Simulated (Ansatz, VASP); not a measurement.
GaSb in VASP and in Ansatz

Contents of POSCAR:

```
GaSb
1.0
    4.3941958040      0.0000000000      0.0000000000
    0.0000000000      6.2143313030      0.0000000000
    0.0000000000      0.0000000000      4.3941958040
Ga Sb
2 2
Direct
    0.0000000000      0.0000000000     -0.0000054000
    0.5000000000      0.5000000000      0.4999946000
    0.5000000000      0.2500000000     -0.0000054000
    0.0000000000      0.7500000000      0.4999946000
```

INCAR.step1

```
PREC = Accurate ; ENCUT = 550
ISMEAR = 0 ; SIGMA = 0.1
LREAL = False ; LASPH = True
NELM = 120 ; NBANDS = 26
GGA = PE ; ALGO = Normal
EDIFF = 1E-5 ; LWAVE = True
LCHARG = False ; GGA_COMPAT = False
```

Contents of INCAR.step2:

```
PREC = Accurate ; ENCUT = 550
EDIFF = 1E-6 ; ISMEAR = 0
SIGMA = 0.1 ; LREAL = False
LASPH = True ; NELM = 120
ALGO = Normal ; ISIF = 2
LWAVE = False ; LCHARG = False
METAGGA = R2SCAN ; LMIXTAU = True
NBANDS = 26 ; ISTART = 1
GGA_COMPAT = False
```

The input KPOINTS:

```
regular mesh
0
Gamma
  10 8 10
```

Input for Ansatz:

```yaml
crystal:
  lattice:
    - [4.394195804, 0.0, 0.0]
    - [0.0, 6.214331303, 0.0]
    - [0.0, 0.0, 4.394195804]
  atoms:
    - { symbol: Ga, position: [0.0, 0.0, -5.4e-06] }
    - { symbol: Sb, position: [0.5, 0.25, -5.4e-06] }
    - { symbol: Ga, position: [0.5, 0.5, 0.4999946] }
    - { symbol: Sb, position: [0.0, 0.75, 0.4999946] }
basis:
  ecutwfc: 500
kpoints:
  mp_grid: { grid: [10, 8, 10] }
  band_path:
    path:
      - [[0.0, 0.0, 0.0], [0.0, 1.0, 0.0], [0.25, 1.0, 0.0]]
      - [[0.375, 0.75, -0.375], [0.0, 0.0, 0.0], [0.5, 0.5, 0.0], [0.25, 1.0, -0.25], [0.0, 1.0, 0.0]]
    npoints: 10
hamiltonian:
  xc: r2scan
  pseudopotentials: { kind: paw, azcp: { folder: soft_1 } }
scf:
  occupations: { method: gaussian, width: 0.1 }
  n_extra_bands: 8
output:
  forces: true
  stress: true
  eigenvalues: true
  dos: { projected: false, de: 0.02, nscf_kmesh: { grid: [15, 12, 15] } }
```

Alike in both runs: task single point; functional r2SCAN; k mesh 10 × 8 × 10; occupations gaussian, width 0.1 eV; no spin polarisation.

|  | VASP | Ansatz |
| --- | --- | --- |
| version | VASP 6.6.1 | Ansatz 0.2.0 |
| potentials or method | VASP PAW PBE potentials, release 64 (Ga_d, Sb), cutoff 550 eV | scalar-relativistic, plane waves, PAW |
| valence electrons in the cell | 36 | 56 |

|  | VASP | Ansatz | Ansatz less VASP |
| --- | --- | --- | --- |
| gap on the k mesh at the Fermi level (eV) | 0.10 | 0.12 | +0.021 |
| least direct gap on the mesh (eV) | 0.10 | 0.12 | +0.021 |
| pressure (GPa) | -1.8 | -1.9 | -0.10 |

VASP's potentials were made for PBE, not for r2SCAN. The functional is the same, so the differences come from potentials, cutoffs and numerics. VASP's potentials hold 36 valence electrons a cell and Ansatz's 56, so a difference there can come from the potentials and not from the codes.

Neither program's run includes spin-orbit coupling.
